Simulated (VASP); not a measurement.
Runs of VASP 6.6.1 on SrTiO3. The structure is that of space group Pm-3m (No. 221), or close to it. The cells are those of the table. 

| cell | gap on the mesh (eV) | pressure (GPa) |
| --- | --- | --- |
| a = 3.918 Å, 5 atoms | 2.84 | 3.2 |
| a = 3.940 Å, 5 atoms | 2.79 | (b) |
| a = 3.829 Å, 5 atoms | 3.01 | (c) |
| a = 3.761 Å, 5 atoms | 3.14 | (a) |
| a = 3.658 Å, 5 atoms | 3.31 | 65.8 |

Alike in all rows: task single point; level r2SCAN+U; potentials or basis VASP PAW PBE potentials, release 64 (Sr_sv, Ti_sv, O); no spin polarisation; Ti d U = 4.0 eV; k mesh 6 × 6 × 6; cutoff (eV) 520; smearing gaussian 0.02 eV.

Task: Estimate the missing entries.

Result: (a) 34.5; (b) 0.0; (c) 18.9.

Caveats: the PAW data sets were made with another functional, which shifts forces and pressure a little; the cell stands under pressure (at least some runs).

A k mesh can miss the band edges, and the runs leave out spin-orbit coupling on Sr.
